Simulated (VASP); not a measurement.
# H20CO9 in VASP: further runs

The runs below take H20CO9 through single point, with PBE+D3(BJ).

All numbers are computed with VASP 6.6.1; they aren't measurements. Logs are shortened: lines on timing, memory, paths and dates and some standing lists are left out, and cuts for length are marked.

## (1) The cell of the first run

The cell holds a disordered packing, 30 atoms: a = 6.746 Å, b = 6.746 Å, c = 6.746 Å, α = 90.00°, β = 90.00°, γ = 90.00°.

## (2) Single point, PBE+D3(BJ)

File INCAR:

```
SYSTEM = H20CO9
PREC = Accurate
ENCUT = 520
EDIFF = 1E-7
ISMEAR = -1
SIGMA = 0.02
LREAL = Auto
LASPH = .True.
NELM = 100
ALGO = Normal
ISIF = 2
LWAVE = .False.
LCHARG = .False.
GGA = PE
IVDW = 12
NBANDS = 60
```

File KPOINTS:

```
regular mesh
0
Gamma
  1 1 1
  0 0 0
```

File POSCAR:

```
H20CO9
1.0
    6.7459970000      0.0000000000      0.0000000000
    0.0000000000      6.7459970000      0.0000000000
    0.0000000000      0.0000000000      6.7459970000
O H C
9 20 1
Direct
    0.6802256212      1.1256601508     -0.0034242529
    0.2577676806      0.4670918176      0.8720579034
    1.0705163373      0.3371480895      0.5558259217
    0.2638750062      0.9799589297      0.5648090267
    0.3150905641      0.0612807862      0.9995409129
    0.7533059976      0.4460867682      0.3418027017
   -0.0576341792      0.8281207359      0.0143344268
    0.7017198496      0.3425290583      0.7324491843
    0.5160245402      0.6764604253      0.4996444558
    0.5452122199      1.0631193580     -0.0295434463
    0.7896090081      1.0384677017      0.0328935812
    0.3746221648      0.5074861433      0.7879784115
    0.1950193574      0.4307146890      0.7200418263
    1.0058409454      0.3969020443      0.4521644466
    0.9872224965      0.2958495238      0.6791879688
    0.2196265430      1.1107179561      0.5377411226
    0.1341536321      0.9360217622      0.6027574575
    0.3102728922      0.2025497491      0.9743407831
    0.2487252811      0.0021790700      0.8896386998
    0.6482807508      0.5599765313      0.3705160260
    0.7267272725      0.3616070390      0.2285948245
   -0.0607767836      0.6948861673     -0.0642603310
    0.0021938937      0.7904836009      0.1480137035
    0.6642161270      0.3105397171      0.5909578673
    0.6945155772      0.2265936377      0.7972728123
    0.8071156865      0.6147645782      0.6059148855
    0.4442931119      0.7975989316      0.4694932417
    0.7467984347      0.8798847672      0.5902908051
    0.6310408973      0.6905428508      0.7486810326
    0.6852508236      0.7399054580      0.6232288571
```

Potentials or basis: VASP PAW PBE potentials, release 64 (O, H, C).

Run with:

```sh
> cat potpaw_PBE.64/O/POTCAR potpaw_PBE.64/H/POTCAR potpaw_PBE.64/C/POTCAR > POTCAR
> mpirun -np 1 vasp_gam > vasp.out
```

OUTCAR:

```text
SYSTEM = H20CO9
   PREC = Accurate
   ENCUT = 520
   EDIFF = 1E-7
   ISMEAR = -1
   LREAL = Auto
   LASPH = .True.
   NELM = 100
   ISIF = 2
   GGA = PE
   IVDW = 12
 IVDW          = 12

 ion  position               nearest neighbor table
   1  0.680  0.126  0.997-  11 0.97  10 1.02
   2  0.258  0.467  0.872-  12 1.01  13 1.14
   3  0.071  0.337  0.556-  14 0.92  15 1.04
   4  0.264  0.980  0.565-  16 0.95  17 0.96
   5  0.315  0.061  1.000-  19 0.95  18 0.97
   6  0.753  0.446  0.342-  21 0.97  20 1.06
   7  0.942  0.828  0.014-  23 1.02  22 1.04
   8  0.702  0.343  0.732-  25 0.90  24 1.01
   9  0.516  0.676  0.500-  27 0.97  30 1.48
  10  0.545  0.063  0.970-   1 1.02
  11  0.790  0.038  0.033-   1 0.97
  12  0.375  0.507  0.788-   2 1.01
  13  0.195  0.431  0.720-   2 1.14
  14  0.006  0.397  0.452-   3 0.92
  15  0.987  0.296  0.679-   3 1.04
[... 12 lines left out ...]
  28  0.747  0.880  0.590-  30 1.06
  29  0.631  0.691  0.749-  30 0.98
  30  0.685  0.740  0.623-  29 0.98  28 1.06  26 1.18   9 1.48

  LATTYP: Found a simple cubic cell.
 ALAT       =     6.7459970000

  Lattice vectors:

 A1 = (   6.7459970000,   0.0000000000,   0.0000000000)
 A2 = (   0.0000000000,   6.7459970000,   0.0000000000)
 A3 = (   0.0000000000,   0.0000000000,   6.7459970000)

Analysis of symmetry for initial positions (statically):
=====================================================================
 Subroutine PRICEL returns:
 Original cell was already a primitive cell.

 Routine SETGRP: Setting up the symmetry group for a
 simple cubic supercell.

 Subroutine GETGRP returns: Found  1 space group operations
 (whereof  1 operations were pure point group operations)
 out of a pool of 48 trial point group operations.

The static configuration has the point symmetry C_1 .

Analysis of symmetry for dynamics (positions and initial velocities):
=====================================================================
 Subroutine PRICEL returns:
 Original cell was already a primitive cell.

 Routine SETGRP: Setting up the symmetry group for a
 simple cubic supercell.

 Subroutine GETGRP returns: Found  1 space group operations
 (whereof  1 operations were pure point group operations)
 out of a pool of 48 trial point group operations.

The dynamic configuration has the point symmetry C_1 .

 Subroutine INISYM returns: Found  1 space group operations
 (whereof  1 operations are pure point group operations),
 and found     1 'primitive' translations

----------------------------------------------------------------------------------------

                                     Primitive cell

  volume of cell :     307.0000

  direct lattice vectors                    reciprocal lattice vectors
     6.745997000  0.000000000  0.000000000     0.148236058  0.000000000  0.000000000
     0.000000000  6.745997000  0.000000000     0.000000000  0.148236058  0.000000000
     0.000000000  0.000000000  6.745997000     0.000000000  0.000000000  0.148236058

  length of vectors
     6.745997000  6.745997000  6.745997000     0.148236058  0.148236058  0.148236058

  position of ions in fractional coordinates (direct lattice)
     0.680225621  0.125660151  0.996575747
     0.257767681  0.467091818  0.872057903
     0.070516337  0.337148089  0.555825922
     0.263875006  0.979958930  0.564809027
     0.315090564  0.061280786  0.999540913
     0.753305998  0.446086768  0.341802702
[... 22 lines left out ...]
     0.631040897  0.690542851  0.748681033
     0.685250824  0.739905458  0.623228857

  ion indices of the primitive-cell ions
   primitive index   ion index
                 1           1
                 2           2
                 3           3
                 4           4
                 5           5
                 6           6
[... 22 lines left out ...]
                29          29
                30          30

----------------------------------------------------------------------------------------

 KPOINTS: regular mesh

Automatic generation of k-mesh.
 Grid dimensions read from file:
 generate k-points for:    1    1    1

 Generating k-lattice:

  Cartesian coordinates                     Fractional coordinates (reciprocal lattice)
     0.148236058  0.000000000  0.000000000     1.000000000  0.000000000  0.000000000
     0.000000000  0.148236058  0.000000000     0.000000000  1.000000000  0.000000000
     0.000000000  0.000000000  0.148236058     0.000000000  0.000000000  1.000000000

  Length of vectors
     0.148236058  0.148236058  0.148236058

  Shift w.r.t. Gamma in fractional coordinates (k-lattice)
     0.000000000  0.000000000  0.000000000

 Subroutine IBZKPT returns following result:
 ===========================================

 Found      1 irreducible k-points:

 Following reciprocal coordinates:
            Coordinates               Weight
  0.000000  0.000000  0.000000      1.000000
   k-points           NKPTS =      1   k-points in BZ     NKDIM =      1   number of bands    NBANDS=     60
   number of dos      NEDOS =    301   number of ions     NIONS =     30
   total plane-waves  NPLWV = 125000
   dimension x,y,z NGX =    50 NGY =   50 NGZ =   50
   dimension x,y,z NGXF=   100 NGYF=  100 NGZF=  100
   ions per type =               9  20   1
   NGX,Y,Z   is equivalent  to a cutoff of  12.32, 12.32, 12.32 a.u.
   NGXF,Y,Z  is equivalent  to a cutoff of  24.64, 24.64, 24.64 a.u.
 SYSTEM =  H20CO9
   PREC   = accura    normal or accurate (medium, high low for compatibility)
   ISTART =      0    job   : 0-new  1-cont  2-samecut
   ICHARG =      2    charge: 1-file 2-atom 10-const
   ISPIN  =      1    spin polarized calculation?
   LNONCOLLINEAR =      F non collinear calculations
   LSORBIT =      F    spin-orbit coupling
   LASPH  =      T    aspherical Exc in radial PAW
   ENCUT  =  520.0 eV  38.22 Ry    6.18 a.u.  12.54 12.54 12.54*2*pi/ulx,y,z
   NELM   =    100;   NELMIN=  2; NELMDL= -5     # of ELM steps
   EDIFF  = 0.1E-06   stopping-criterion for ELM
   LREAL  =      T    real-space projection
   EDIFFG = 0.1E-05   stopping-criterion for IOM
   NSW    =      0    number of steps for IOM
   IBRION =     -1    ionic relax: 0-MD 1-quasi-New 2-CG
   NFREE  =      0    steps in history (QN), initial steepest desc. (CG)
   ISIF   =      2    stress and relaxation
   ISYM   =      2    0-nonsym 1-usesym 2-fastsym
   POTIM  = 0.5000    time-step for ionic-motion
   TEBEG  =    0.0;   TEEND  =   0.0 temperature during run
   PSTRESS=    0.0 pullay stress
   NELECT =      78.0000    total number of electrons
   NUPDOWN=      -1.0000    fix difference up-down
   EMIN   =  10.00;   EMAX   =-10.00  energy-range for DOS
   EFERMI =   0.00;   METHOD = LEGACY
   ISMEAR =    -1;   SIGMA  =   0.02  broadening in eV -4-tet -1-fermi 0-gaus
   EFERMI_NEDOS =   21; number of points for ismear=-14 and -15
   IALGO  =     38    algorithm
   IMIX   =      4    mixing-type and parameters
     AMIX     =   0.40;   BMIX     =  1.00
     AMIX_MAG =   1.60;   BMIX_MAG =  1.00
  volume/ion in A,a.u.               =      10.23        69.06
  Fermi-wavevector in a.u.,A,eV,Ry     =   1.036876  1.959412 14.627789  1.075112
  Thomas-Fermi vector in A             =   2.171288
   LORBIT       =      0    0 simple, 1 ext, 2 COOP (PROOUT), +10 PAW based schemes
   GGA     = PE    functional components
   LHFCALC =     F    Hartree Fock is set to
   AEXX    =    0.0000 exact exchange contribution
   IVDW    =    12    specifies the selected vdW correction
   LEPSILON=     F    determine dielectric tensor
   LRPA    =     F    only Hartree local field effects (RPA)
 non-spin polarized calculation
  energy-cutoff  :      520.00
  volume of cell :      307.00
 maximum number of plane-waves:      4145
 NGX is ok and might be reduce to    50
   NGX = 25   NGY = 25   NGZ = 25

 number of electron      77.9999999 magnetization

 Free energy of the ion-electron system (eV)
  ---------------------------------------------------
  ext. energy  EPLUGINS =         0.00000000
  ---------------------------------------------------
  free energy    TOTEN  =      -143.48626061 eV

  energy without entropy =     -143.48626061  energy(sigma->0) =     -143.48626061

 E-fermi :  -2.8000     XC(G=0):  -6.6609

 val. band max:       -3.3598015024   @ k =   0.0000   0.0000   0.0000
 cond. band min:       0.9406477101   @ k =   0.0000   0.0000   0.0000
 fundamental gap:      4.3004492124
 Fermi energy:        -2.7999927339

 k-point     1 :       0.0000    0.0000    0.0000
  band No.  band energies     occupation
      1     -23.2926      2.00000
      2     -22.8882      2.00000
      3     -22.8307      2.00000
      4     -22.3111      2.00000
      5     -21.9439      2.00000
      6     -21.8862      2.00000
[... 43 lines left out ...]
     50       5.8672      0.00000
     51       6.2036      0.00000
 [bands above 51 left out]

------------------------ aborting loop because EDIFF is reached ----------------------------------------

 Edisp (eV)   -1.02594

 E8    (eV) :    -0.2127

  FORCE on cell =-STRESS in cart. coord.  units (eV):
  Direction    XX          YY          ZZ          XY          YZ          ZX
  --------------------------------------------------------------------------------------
  -------------------------------------------------------------------------------------
  Total       1.78098     9.00968     4.76069     0.95015    -7.59831     0.71225
  in kB       9.29459    47.01986    24.84517     4.95866   -39.65418     3.71709
  external pressure =       27.05 kB  Pullay stress =        0.00 kB

 VOLUME and BASIS-vectors are now :
 -----------------------------------------------------------------------------
  energy-cutoff  :      520.00
  volume of cell :      307.00
      direct lattice vectors                 reciprocal lattice vectors
     6.745997000  0.000000000  0.000000000     0.148236058  0.000000000  0.000000000
     0.000000000  6.745997000  0.000000000     0.000000000  0.148236058  0.000000000
     0.000000000  0.000000000  6.745997000     0.000000000  0.000000000  0.148236058

 POSITION                                       TOTAL-FORCE (eV/Angst)
 -----------------------------------------------------------------------------------
      4.58880      0.84770      6.72290         0.038828     -0.019012      0.985652
      1.73890      3.15100      5.88290         0.065633     -0.232279     -4.184795
      0.47570      2.27440      3.74960         2.662584     -2.801674      4.716137
      1.78010      6.61080      3.81020         0.283428     -1.134379      0.293968
      2.12560      0.41340      6.74290         0.417553     -0.337239      0.916297
      5.08180      3.00930      2.30580         0.049071      0.620142      0.064953
[... 22 lines left out ...]
      4.25700      4.65840      5.05060        -1.193215      0.062456      5.439454
      4.62270      4.99140      4.20430         2.084529     -2.962845     -3.788198
 -----------------------------------------------------------------------------------
    total drift:                                0.016896      0.004640     -0.004243

  FREE ENERGIE OF THE ION-ELECTRON SYSTEM (eV)
  ---------------------------------------------------
  free  energy   TOTEN  =      -144.5122022866 eV

  energy  without entropy=     -144.5122022866  energy(sigma->0) =     -144.51220229
```

Run time: 40 s. Hardware: 1 thread of Intel Xeon Platinum 8375C at 2.90GHz (Ice Lake), shared host; peak memory 0.32 GiB.

Results:

- Free energy: -144.5122 eV
- Pressure: 2.7 GPa
- Largest force: 6.750 eV/Å
- Dispersion energy per atom: -0.034 eV

Forces in eV/Å, atoms in the order of the input:
```
O    0.039 -0.019  0.986
O    0.066 -0.232 -4.185
O    2.663 -2.802  4.716
O    0.283 -1.134  0.294
O    0.418 -0.337  0.916
O    0.049  0.620  0.065
O    0.865 -2.697  0.358
O    0.019  4.388 -5.129
O    0.999  0.441 -0.587
H    0.680 -0.226  0.948
H   -0.555 -0.812 -0.249
H    0.053  0.005  1.630
H    0.092  0.394  2.680
H   -2.887  1.523 -2.373
H   -0.303  1.128 -2.529
H    0.189  2.377 -0.846
H   -0.604 -1.341  0.310
H   -0.295  1.076 -0.201
H   -0.456 -0.507 -0.696
H    0.535 -1.606 -0.934
H   -0.567  0.110 -0.472
H    0.153  2.121  1.556
H   -0.611  0.286 -1.860
H    0.562  0.827  0.955
H   -0.357 -4.403  3.394
H   -1.217  1.923 -0.316
H   -0.641  0.399 -0.151
H   -0.063  1.397  0.069
H   -1.193  0.062  5.439
C    2.085 -2.963 -3.788
```

Stress tensor (GPa, compression positive):
```
 0.93  0.50  0.37
 0.50  4.70 -3.97
 0.37 -3.97  2.48
```

Caveat: the k points lie up to 0.93 Å⁻¹ apart.

(Part 1 of 2 ends here.)
